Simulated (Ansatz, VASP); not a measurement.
**BaS in VASP and in Ansatz**

```
Ba S
1.0
     0.00000    3.19375    3.19375
     3.19375    0.00000    3.19375
     3.19375    3.19375    0.00000
Ba S
1 1
Direct
  0.00000 0.00000 0.00000
  0.50000 0.50000 0.50000
```

Alike in both runs: task single point; functional PBE; k mesh 4 × 4 × 4; occupations fermi-dirac, width 0.03 eV; no spin polarisation.

```csv
,VASP,Ansatz
version,VASP 6.6.1,Ansatz 0.2.0
potentials or method,"VASP PAW PBE potentials, release 64 (Ba_sv, S), cutoff 500 eV","all-electron LAPW, scalar-relativistic"
```

|  | VASP | Ansatz | Ansatz less VASP |
| --- | --- | --- | --- |
| gap on the k mesh at the Fermi level (eV) | 2.10 | 2.20 | +0.100 |
| least direct gap on the mesh (eV) | 2.24 | 2.31 | +0.068 |
| pressure (GPa) | 1.5 | 0.9 | -0.60 |

Ansatz ran all-electron here, and VASP with PAW potentials.

The k mesh is coarse, so the values compare programs but aren't converged. Neither program's run includes spin-orbit coupling.
